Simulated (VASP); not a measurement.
## BaTiO3: single point with r2SCAN

BaTiO3:

```xyz
5
Lattice="4.0240 -0.0073 -0.0073 -0.0073 4.0240 0.0073 -0.0073 0.0073 4.0235" Properties=species:S:1:pos:R:3 pbc="T T T"
Ba    1.9762    2.0404    2.0401
Ti    3.9338    0.0829    4.0989
O     2.0749   -0.0279   -0.0278
O     0.0205    1.9491   -0.0205
O     0.0133    4.0034    1.9564
```

| Property | Result |
| --- | --- |
| Program | VASP 6.6.1 |
| Task | single point |
| Functional | r2SCAN |
| Potentials or basis | VASP PAW PBE potentials, release 64 (Ba_sv, Ti_sv, O) |
| Cutoff | 520 eV |
| k mesh | 7 × 7 × 7 |
| Occupations | fermi-dirac, width 0.05 eV |
| Spin | no spin polarisation |
| Dipole correction | no |
| Further INCAR settings | ALGO = Normal; EDIFF = 1e-07; NBANDS = 28 |

```yaml
Pressure: 1.9 GPa
Largest_force: 0.172 eV/Å
Band_gap_on_the_k_mesh: 2.91 eV (least direct gap 3.31 eV)
```

Forces on the atoms (eV/Å):
```
Ba   0.018 -0.018 -0.018
Ti   0.100 -0.100 -0.099
O   -0.102  0.008  0.008
O   -0.008  0.102  0.008
O   -0.008  0.008  0.102
```

Levels at points of the mesh, in eV from the valence-band top:
| k point | band 18 | band 19 | band 20 | band 21 | band 22 | band 23 |
| --- | --- | --- | --- | --- | --- | --- |
| (0.00, 0.00, 0.00) | -0.53 | -0.40 | -0.40 | 2.91 | 2.91 | 3.05 |

Wall time 6.9 min on 1 thread of AMD EPYC 9R45 96-Core Processor (Zen 5), with other jobs on the host, peak memory 0.27 GiB.

Caveat: the PAW data sets were made with another functional, which shifts forces and pressure a little; spin-orbit coupling is left out, which moves the levels of the heavy elements; an odd mesh through Γ misses points on the zone boundary, where band edges can lie.
